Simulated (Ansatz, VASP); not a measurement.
# Mg: VASP beside Ansatz

```xyz
1
Lattice="2.8624 0.0000 0.0000 0.0000 2.8624 0.0000 0.0000 0.0000 2.8624" Properties=species:S:1:pos:R:3 pbc="T T T"
Mg    0.0000    0.0000    0.0000
```

Alike in both runs: task relaxation of cell and atoms; functional PBEsol; k mesh 6 × 6 × 6; occupations gaussian, width 0.1 eV; no spin polarisation.

|  | VASP | Ansatz |
| --- | --- | --- |
| version | VASP 6.6.1 | Ansatz 0.2.0 |
| potentials or method | VASP PAW PBE potentials, release 64 (Mg), cutoff 600 eV | scalar-relativistic, plane waves, PAW |
| valence electrons in the cell | 2 | 10 |

```tsv
	VASP	Ansatz	Ansatz less VASP
gap on the k mesh at the Fermi level, each at its own relaxed structure (eV)	none	none	-
relaxed volume (Å³/atom)	27.37	27.42	+0.052
relaxed cell length with the largest relative difference (Å)	3.014	3.015	+0.0019
```

VASP's potentials were made for PBE, not for PBEsol. A gap of «none» marks a metal or a gap that the smearing closes. VASP's potentials hold 2 valence electrons a cell and Ansatz's 10, so a difference there can come from the potentials and not from the codes.

The k mesh is coarse, so the values compare programs but aren't converged. Noted on VASP's run: the volume moved by over 15 % at a fixed basis, so the end points are rough.
